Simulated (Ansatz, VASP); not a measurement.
# Se: VASP beside Ansatz

```xyz
3
Lattice="3.9496 0.0000 0.0000 -1.9748 3.4204 0.0000 0.0000 0.0000 5.1169" Properties=species:S:1:pos:R:3 pbc="T T T"
Se    1.0084    0.0000    1.7056
Se   -0.5042    0.8733    3.4113
Se    1.4706    2.5471    0.0000
```

Alike in both runs: functional LDA; k mesh 12 × 12 × 8; occupations gaussian, width 0.02 eV; no spin polarisation.

Ansatz relaxed the structure, and its values are those at the end. VASP's run is a single point on that final structure, the one shown.

|  | VASP | Ansatz |
| --- | --- | --- |
| version | VASP 6.6.1 | Ansatz 0.2.0 |
| potentials or method | VASP PAW LDA potentials, release 64 (Se), cutoff 520 eV | scalar-relativistic, plane waves, PAW |
| valence electrons in the cell | 18 | 48 |

|  | VASP | Ansatz | Ansatz less VASP |
| --- | --- | --- | --- |
| gap on the k mesh at the Fermi level (eV) | 0.29 | 0.29 | +0.009 |
| least direct gap on the mesh (eV) | 0.29 | 0.29 | +0.009 |
| pressure (GPa) | 0.2 | 0.0 | -0.23 |
| rms of the force components (eV/Å) | 0.020 | 0.000 | -0.0197 |

LDA's correlation is that of Perdew and Zunger in VASP and of Perdew and Wang (1992) in Ansatz. VASP's potentials hold 18 valence electrons a cell and Ansatz's 48, so a difference there can come from the potentials and not from the codes.
